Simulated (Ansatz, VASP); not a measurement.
**TaN: VASP beside Ansatz**

INCAR

```
PREC = Accurate
ENCUT = 520
EDIFF = 1E-6
ISMEAR = 0
SIGMA = 0.15
LREAL = False
LASPH = True
NELM = 60
ALGO = Normal
ISIF = 2
LWAVE = False
LCHARG = False
GGA = PS
NBANDS = 15
```

KPOINTS

```
regular mesh
0
Gamma
  18 18 18
```

Contents of POSCAR:

```
TaN
1.0
    0.0000000000      2.1790000000      2.1790000000
    2.1790000000      0.0000000000      2.1790000000
    2.1790000000      2.1790000000      0.0000000000
Ta N
1 1
Direct
    0.5086048646      0.5086048646      0.4913951354
    0.0000000000      0.0000000000      0.0000000000
```

Input for Ansatz:

```yaml
crystal:
  lattice:
    - [0.0, 2.179, 2.179]
    - [2.179, 0.0, 2.179]
    - [2.179, 2.179, 0.0]
  atoms:
    - { symbol: Ta, position: [0.5086048646, 0.5086048646, 0.4913951354] }
    - { symbol: "N", position: [0.0, 0.0, 0.0] }
basis:
  ecutwfc: 420
kpoints:
  mp_grid: { grid: [18, 18, 18] }
hamiltonian:
  xc: pbesol
scf:
  occupations: { method: gaussian, width: 0.15 }
output:
  forces: true
  stress: true
  eigenvalues: true
```

Change from the starting cell: all Ta atoms moved +0.037 Å, as atom 1 along Cartesian [0 0 1].

Alike in both runs: task single point; functional PBEsol; k mesh 18 × 18 × 18; occupations gaussian, width 0.15 eV; no spin polarisation.

```csv
,VASP,Ansatz
version,VASP 6.6.1,Ansatz 0.2.0
potentials or method,"VASP PAW PBE potentials, release 64 (Ta_pv, N), cutoff 520 eV","scalar-relativistic, plane waves, PAW"
valence electrons in the cell,16,18
```

```csv
,VASP,Ansatz,Ansatz less VASP
gap on the k mesh at the Fermi level (eV),none,none,-
pressure (GPa),5.8,4.7,-1.06
"traceless stress, the component that is largest in VASP (GPa)",0.52,0.51,-0.009
rms of the force components (eV/Å),0.191,0.190,-0.0008
```

VASP's potentials were made for PBE, not for PBEsol. Atom by atom the forces differ by 0.001 eV/Å (rms over components). A gap of «none» marks a metal or a gap that the smearing closes. VASP's potentials hold 16 valence electrons a cell and Ansatz's 18, so a difference there can come from the potentials and not from the codes.

Spin-orbit coupling is off throughout.
